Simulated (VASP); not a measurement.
Input of a VASP 6.6.1 run:

Contents of INCAR:

```
SYSTEM = As
PREC = Accurate
ENCUT = 400
EDIFF = 1E-6
ISMEAR = 0
SIGMA = 0.05
LREAL = .False.
LASPH = .True.
NELM = 120
ALGO = Normal
ISIF = 2
LWAVE = .False.
LCHARG = .False.
LDIPOL = .True.
IDIPOL = 3
DIPOL = 0.5 0.5 0.384
GGA = PE
IVDW = 12
NBANDS = 38
GGA_COMPAT = .False.
NELMDL = -8
```

Contents of KPOINTS:

```
Automatic mesh
0
Gamma
  9 9 1
  0 0 0
```

POSCAR

```
As
1.0
    3.5713375816      0.0000000000      0.0000000000
   -1.7856687908      3.0928690711      0.0000000000
    0.0000000000      0.0000000000     20.2952790253
As
4
Direct
    0.3333333333      0.6666666667      0.2906120446
    0.6666666667      0.3333333333      0.2217264416
    0.0000000000      1.0000000000      0.5459003349
    0.3333333333      0.6666666667      0.4770144630
```

Potentials or basis: VASP PAW PBE potentials, release 64 (As_d).

The run is started by

```console
$ cat potpaw_PBE.64/As_d/POTCAR > POTCAR
$ mpirun -np 1 vasp_std > vasp.out
```

**Question.** Predict the largest force.

**Answer.** 0.027 eV/Å.

**Question.** Estimate the dispersion energy per atom.

**Answer.** -0.255 eV.

**Question.** What does it give for the band gap on the k mesh?

**Answer.** 1.27 eV (least direct gap 1.75 eV).

Forces in eV/Å, atoms in the order of the input:
```
As   0.000  0.000  0.027
As   0.000  0.000 -0.024
As   0.000  0.000  0.024
As   0.000  0.000 -0.027
```
